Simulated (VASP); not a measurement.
A run of VASP 6.6.1 is set up as follows.

INCAR

```
AGGAC    = 1.0          
AGGAX    = 1.0          
ALDAC    = 0.0          
ALDAX    = 1.0          
ALGO     = Normal         # electronic algorithm
EDIFF    = 1E-6           # SCF threshold, eV
ENCUT    = 520            # plane-wave cutoff, eV
GGA      = B5             # functional
ISIF     = 2              # what is computed and relaxed
ISMEAR   = -1             # smearing method
LASPH    = T              # aspherical terms in the spheres
LCHARG   = F              # write CHGCAR
LREAL    = F              # projectors in reciprocal space
LWAVE    = F              # write WAVECAR
NBANDS   = 12             # bands
NELM     = 60             # most SCF steps
PREC     = Accurate       # precision mode
SIGMA    = 0.1            # smearing width, eV
```

Contents of KPOINTS:

```
k-points
0
Gamma
  17 17 9
```

File POSCAR:

```
Sb
1.0
    3.4685280138      0.0000000000      0.0000000000
   -1.7342640069      3.0038333737      0.0000000000
    0.0000000000      0.0000000000      5.8111850198
Sb
2
Direct
    0.3333333333      0.6666666667      0.2500000000
    0.6666666667      0.3333333333      0.7500000000
```

Potentials or basis: VASP PAW PBE potentials, release 64 (Sb).

Command:

```sh
$ cat potpaw_PBE.64/Sb/POTCAR > POTCAR
$ mpirun -np 1 vasp_std > vasp.out
```

Problem. What does it give for the pressure?

Solution. 0.3 GPa.

Problem. What does it give for the band gap on the k mesh?

Solution. Zero (band 5 reaches 11.21 eV, above the bottom of band 6 at 5.18 eV).

Stress tensor (GPa, compression positive):
```
0.04 0.00 0.00
0.00 0.04 0.00
0.00 0.00 0.69
```

Caveat: the PAW data sets were made with another functional, which shifts forces and pressure a little; spin-orbit coupling is left out, which moves the levels of the heavy elements.
